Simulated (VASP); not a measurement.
Wanted: the native input for a VASP 6.6.1 run.

| Property | Result |
| --- | --- |
| Task | single point |
| Functional | PBE |
| Potentials or basis | VASP PAW PBE potentials, release 64 (Zn) |
| Cutoff | 520 eV |
| k mesh | 11 × 11 × 6 |
| Occupations | fermi-dirac, width 0.05 eV |
| Spin | no spin polarisation |
| Dipole correction | no |
| Further INCAR settings | ALGO = Normal; EDIFF = 1e-06; NBANDS = 19 |

The structure of Zn lies in POSCAR:

```
Zn
1.0
    2.6154949103      0.0000000000      0.0000000000
   -1.3077474551      2.2650850358      0.0000000000
    0.0000000000      0.0000000000      4.8646246159
Zn
2
Direct
    0.6666666667      0.3333333333      0.7500000000
    0.3333333333      0.6666666667      0.2500000000
```

One way to write it, as run:

INCAR

```
PREC = Accurate
ENCUT = 520
EDIFF = 1E-6
ISMEAR = -1
SIGMA = 0.05
LREAL = F
LASPH = T
NELM = 80
ALGO = Normal
ISIF = 2
LWAVE = F
LCHARG = T
GGA = PE
LELF = T
LVHAR = T
NBANDS = 19
```

KPOINTS

```
regular mesh
0
Gamma
  11 11 6
```

Potentials or basis: VASP PAW PBE potentials, release 64 (Zn).

Command:

```console
$ cat potpaw_PBE.64/Zn/POTCAR > POTCAR
$ mpirun -np 1 vasp_std > vasp.out
```

Results of the run:

```
Pressure               : 4.9 GPa
Band gap on the k mesh : zero (band 12 reaches 5.25 eV, above the bottom of band 13 at 0.49 eV)
```

It took 15 s on 1 thread of Intel(R) Xeon(R) Platinum 8488C (Sapphire Rapids) (shared host), peak memory 0.15 GiB.
